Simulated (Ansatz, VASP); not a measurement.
## One calculation of Si2W, two programs

```
CELL_PARAMETERS angstrom
-1.61452 1.61452 3.93343
1.61452 -1.61452 3.93343
1.61452 1.61452 -3.93343
ATOMIC_POSITIONS crystal
Si 0.33453 0.33453 0.00000
Si 0.66547 0.66547 0.00000
W 0.00000 0.00000 0.00000
```

Alike in both runs: task single point; functional PBE; k mesh 20 × 20 × 20; occupations gaussian, width 0.1 eV; no spin polarisation.

|  | VASP | Ansatz |
| --- | --- | --- |
| version | VASP 6.6.1 | Ansatz 0.2.0 |
| potentials or method | VASP PAW PBE potentials, release 64 (Si, W_sv), cutoff 520 eV | scalar-relativistic, plane waves, PAW |
| valence electrons in the cell | 22 | 22 |

|  | VASP | Ansatz | Ansatz less VASP |
| --- | --- | --- | --- |
| gap on the k mesh at the Fermi level (eV) | none | none | - |
| pressure (GPa) | 0.1 | 0.0 | -0.05 |
| traceless stress, the component that is largest in VASP (GPa) | -0.07 | -0.01 | +0.059 |
| rms of the force components (eV/Å) | 0.003 | 0.004 | +0.0013 |

Atom by atom the forces differ by 0.001 eV/Å (rms over components). A gap of «none» marks a metal or a gap that the smearing closes. The functional is the same, so the differences come from potentials, cutoffs and numerics.

Neither program's run includes spin-orbit coupling.
